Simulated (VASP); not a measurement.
Wanted: the native input for a VASP 6.6.1 run.

```
Task                   : single point
Functional             : PBEsol
Potentials or basis    : VASP PAW PBE potentials, release 64 (Zr_sv)
Cutoff                 : 500 eV
k mesh                 : 18 × 18 × 10
Occupations            : gaussian, width 0.15 eV
Spin                   : no spin polarisation
Dipole correction      : no
Further INCAR settings : ALGO = Normal; EDIFF = 1e-06; NBANDS = 19
```

The structure of Zr lies in POSCAR:

```
Zr
1.0
    3.2319982225      0.0000000000      0.0000000000
   -1.6159991112      2.7989925657      0.0000000000
    0.0000000000      0.0000000000      5.1470000000
Zr
2
Direct
    0.5403919382      0.8182440856      0.1917136196
    0.6666666667      0.3333333333      0.7500000000
```

This cell differs from its parent crystal: atom 1 (Zr) moved by (+0.600, -0.300) A along [1 1 0] and z.

One way to write it, as run:

INCAR

```
ALGO = Normal ; EDIFF = 1E-6
ENCUT = 500 ; GGA = PS
GGA_COMPAT = False ; ISIF = 2
ISMEAR = 0 ; LASPH = True
LCHARG = True ; LELF = True
LREAL = False ; LVHAR = True
LWAVE = False ; NBANDS = 19
NELM = 120 ; PREC = Accurate
SIGMA = 0.15
```

KPOINTS

```
k-points
0
Gamma
  18 18 10
```

Potentials or basis: VASP PAW PBE potentials, release 64 (Zr_sv).

Run with:

```sh
$ cat potpaw_PBE.64/Zr_sv/POTCAR > POTCAR
$ mpirun -np 1 vasp_std > vasp.out
```

It gave:

The pressure is -2.0 GPa and the largest force is 1.503 eV/Å. The band gap on the k mesh is zero (bands 12 and 13 overlap by 1.29 eV).

Caveat: the cell differs from its parent crystal (atom 1 (Zr) moved by (+0.600, -0.300) A along [1 1 0] and z); the stress differs along the axes, from -6 to 2 GPa; the PAW data sets were made with another functional, which shifts forces and pressure a little.

Wall time 31 min on 1 thread of Oxide Virtual Turin-like Processor (shared host), peak memory 1 GiB.
